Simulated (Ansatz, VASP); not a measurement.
**Two plane-wave programs on Ga3AsN2**

File POSCAR:

```
Ga3AsN2
1.0
    3.3998958077      0.0000000000      0.0000000000
   -1.6999479039      2.9443961397      0.0000000000
    0.0000000000      0.0000000000      8.5519578901
N As Ga
2 1 3
Direct
    0.0000000000      0.0000000000      0.0202057783
    0.3333333333      0.6666666667      0.3117950496
    0.6666666667      0.3333333333      0.6599328999
    0.3333333333      0.6666666667      0.0854877964
    0.6666666667      0.3333333333      0.3770867460
    0.0000000000      0.0000000000      0.7954917298
```

Contents of INCAR.step1:

```
SYSTEM = Ga3AsN2
PREC = Accurate ; ENCUT = 520
ISMEAR = -1 ; SIGMA = 0.02
LREAL = .FALSE. ; LASPH = .TRUE.
NELM = 60 ; NBANDS = 36
GGA = PE ; ALGO = Normal
EDIFF = 1E-4 ; LWAVE = .TRUE.
LCHARG = .FALSE.
```

The input INCAR.step2:

```
SYSTEM = Ga3AsN2
PREC = Accurate ; ENCUT = 520
EDIFF = 1E-7 ; ISMEAR = -1
SIGMA = 0.02 ; LREAL = .FALSE.
LASPH = .TRUE. ; NELM = 60
ALGO = Normal ; ISIF = 2
LWAVE = .FALSE. ; LCHARG = .FALSE.
METAGGA = R2SCAN ; LMIXTAU = .TRUE.
NBANDS = 36 ; ISTART = 1
```

Contents of KPOINTS:

```
Automatic mesh
0
G
  9 9 4
  0 0 0
```

Input for Ansatz:

```yaml
crystal:
  lattice:
    - [3.3998958077, 0.0, 0.0]
    - [-1.6999479039, 2.9443961397, 0.0]
    - [0.0, 0.0, 8.5519578901]
  atoms:
    - { symbol: "N", position: [0.0, 0.0, 0.0202057783] }
    - { symbol: "N", position: [0.3333333333, 0.6666666667, 0.3117950496] }
    - { symbol: As, position: [0.6666666667, 0.3333333333, 0.6599328999] }
    - { symbol: Ga, position: [0.3333333333, 0.6666666667, 0.0854877964] }
    - { symbol: Ga, position: [0.6666666667, 0.3333333333, 0.377086746] }
    - { symbol: Ga, position: [0.0, 0.0, 0.7954917298] }
kpoints:
  mp_grid: { grid: [9, 9, 4] }
hamiltonian:
  xc: r2scan
scf:
  occupations: { method: fermi_dirac, width: 0.02 }
  n_extra_bands: 5
output:
  forces: true
  stress: true
  eigenvalues: true
```

Alike in both runs: task single point; functional r2SCAN; k mesh 9 × 9 × 4; occupations fermi-dirac, width 0.02 eV; no spin polarisation.

|  | VASP | Ansatz |
| --- | --- | --- |
| version | VASP 6.6.1 | Ansatz 0.2.0 |
| potentials or method | VASP PAW PBE potentials, release 64 (N, As, Ga_d) | plane waves, PAW |
| plane-wave cutoff (eV) | 520 | 500 |
| valence electrons in the cell | 54 | 64 |

Ansatz gave:

* pressure (GPa): 4.4
* traceless stress, the component that is largest in VASP (GPa): 0.60
* rms of the force components (eV/Å): 0.090

Task: What did VASP give for the same quantities?

Result: Pressure (GPa): 5.0; traceless stress, the component that is largest in VASP (GPa): 0.71; rms of the force components (eV/Å): 0.094.

VASP's potentials were made for PBE, not for r2SCAN. Atom by atom the forces differ by 0.021 eV/Å (rms over components). VASP's potentials hold 54 valence electrons a cell and Ansatz's 64, so a difference there can come from the potentials and not from the codes.
